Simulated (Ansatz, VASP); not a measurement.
# AgCl: VASP beside Ansatz

File INCAR:

```
SYSTEM = AgCl
PREC = Accurate ; ENCUT = 520
EDIFF = 1E-6 ; ISMEAR = -1
SIGMA = 0.02 ; LREAL = .FALSE.
LASPH = .TRUE. ; NELM = 60
ALGO = Normal ; ISIF = 2
LWAVE = .FALSE. ; LCHARG = .TRUE.
GGA = PE ; LELF = .TRUE.
LVHAR = .TRUE. ; NBANDS = 16
```

Contents of KPOINTS:

```
Automatic mesh
0
G
  8 8 8
  0 0 0
```

File POSCAR:

```
AgCl
1.0
    3.4053220610      0.0097340191      0.0097340191
    0.0097340191      3.4053220610      0.0097340191
    0.0097340191      0.0097340191      3.4053220610
Ag Cl
1 1
Direct
    0.0000000000      0.0000000000      0.0000000000
    0.5000000000      0.5000000000      0.5000000000
```

Input for Ansatz:

```yaml
crystal:
  lattice:
    - [3.405322061, 0.0097340191, 0.0097340191]
    - [0.0097340191, 3.405322061, 0.0097340191]
    - [0.0097340191, 0.0097340191, 3.405322061]
  atoms:
    - { symbol: Ag, position: [0.0, 0.0, 0.0] }
    - { symbol: Cl, position: [0.5, 0.5, 0.5] }
kpoints:
  mp_grid: { grid: [8, 8, 8] }
  band_path:
    path: [[0.0, 0.0, 0.0], [0.0, 0.5, 0.0], [0.5, 0.5, 0.0], [0.5, 0.5, 0.5]]
    npoints: 1
hamiltonian:
  xc: pbe
scf:
  occupations: { method: fermi_dirac, width: 0.02 }
  n_extra_bands: 4
output:
  forces: true
  stress: true
  eigenvalues: true
```

Change from the starting cell: shear_111 strain +0.9%.

Alike in both runs: task single point; functional PBE; k mesh 8 × 8 × 8; occupations fermi-dirac, width 0.02 eV; no spin polarisation.

|  | VASP | Ansatz |
| --- | --- | --- |
| version | VASP 6.6.1 | Ansatz 0.2.0 |
| potentials or method | VASP PAW PBE potentials, release 64 (Ag, Cl) | plane waves, PAW |
| plane-wave cutoff (eV) | 520 | 420 |
| valence electrons in the cell | 18 | 26 |

VASP gave:

* pressure (GPa): 1.0
* traceless stress, the component that is largest in VASP (GPa): 0.06

Problem. What did Ansatz give for the same quantities?

Solution. Pressure (GPa): 1.1; traceless stress, the component that is largest in VASP (GPa): 0.06.

The functional is the same, so the differences come from potentials, cutoffs and numerics. VASP's potentials hold 18 valence electrons a cell and Ansatz's 26, so a difference there can come from the potentials and not from the codes.
